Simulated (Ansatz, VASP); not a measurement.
**Two plane-wave programs on PbI2**

```
Pb I
1.0
     4.60972    0.00000    0.00000
    -2.30486    3.99214    0.00000
     0.00000    0.00000    7.11799
Pb I
1 2
Cartesian
  0.0000 0.0000 0.0000
  0.0000 2.6614 1.8629
  2.3049 1.3307 5.2550
```

Change from the starting cell: hydrostatic strain +1.0%.

Alike in both runs: task single point; functional r2SCAN; k mesh 6 × 6 × 4; no spin polarisation.

|  | VASP | Ansatz |
| --- | --- | --- |
| version | VASP 6.6.1 | Ansatz 0.2.0 |
| potentials or method | VASP PAW PBE potentials, release 64 (Pb_d, I) | plane waves, PAW |
| plane-wave cutoff (eV) | 550 | 500 |
| occupations | gaussian, width 0.01 eV | fixed |
| valence electrons in the cell | 28 | 48 |

|  | VASP | Ansatz | Ansatz less VASP |
| --- | --- | --- | --- |
| gap on the k mesh at the Fermi level (eV) | 2.67 | 2.67 | +0.001 |
| pressure (GPa) | 0.3 | 0.3 | +0.01 |
| traceless stress, the component that is largest in VASP (GPa) | 0.06 | 0.06 | -0.001 |

VASP's potentials were made for PBE, not for r2SCAN. VASP's potentials hold 28 valence electrons a cell and Ansatz's 48, so a difference there can come from the potentials and not from the codes.

Neither program's run includes spin-orbit coupling.
